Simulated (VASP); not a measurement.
# MgS: single point with HSE06

Crystal: MgS.

```
Mg S
1.0
     3.82522    0.00000    0.00000
    -1.91261    3.31274    0.00000
     0.00000    0.00000    6.12828
Mg S
2 2
Direct
  0.66667 0.33333 0.49678
  0.33333 0.66667 0.99678
  0.33333 0.66667 0.37822
  0.66667 0.33333 0.87822
```

This cell differs from its parent crystal: strain -5.0%.

```json
{
  "Program": "VASP 6.6.1",
  "Task": "single point",
  "Functional": "HSE06",
  "Potentials or basis": "VASP PAW PBE potentials, release 64 (Mg, S)",
  "Cutoff": "520 eV",
  "k mesh": "6 × 6 × 4",
  "Occupations": "gaussian, width 0.01 eV",
  "Spin": "no spin polarisation"
}
```

```yaml
Pressure: 12.5 GPa
Largest_force: 0.003 eV/Å
Band_gap_on_the_k_mesh: 5.38 eV
```

Forces on the atoms (eV/Å):
```
Mg   0.000  0.000 -0.003
Mg   0.000  0.000 -0.003
S    0.000  0.000  0.003
S    0.000  0.000  0.003
```

Stress tensor (GPa, compression positive):
```
12.81  0.00  0.00
 0.00 12.81  0.00
 0.00  0.00 11.92
```

Levels at points of the mesh, in eV from the valence-band top:
```csv
k point,band 4,band 5,band 6,band 7,band 8,band 9,band 10,band 11,band 12,band 13
"(0.00, 0.00, 0.00)",-0.68,-0.68,-0.16,-0.16,0.00,5.38,6.37,9.04,9.04,9.82
"(0.50, 0.00, 0.00)",-3.05,-2.42,-1.56,-1.21,-0.56,5.84,6.30,7.51,8.88,10.20
"(0.00, 0.00, 0.50)",-2.37,-0.43,-0.43,-0.43,-0.43,6.81,6.81,9.16,9.16,9.16
"(0.50, 0.00, 0.50)",-3.94,-1.11,-1.11,-1.03,-1.03,5.82,5.82,7.69,7.69,11.01
```

It took 48 min on 1 thread of Intel(R) Xeon(R) Platinum 8259CL CPU @ 2.50GHz (Skylake/Cascade Lake), with other jobs on the host, peak memory 0.32 GiB.

Caveat: the cell differs from its parent crystal (strain -5.0%); the cell stands under pressure; the PAW data sets were made with another functional, which shifts forces and pressure a little. A k mesh can miss the band edges.
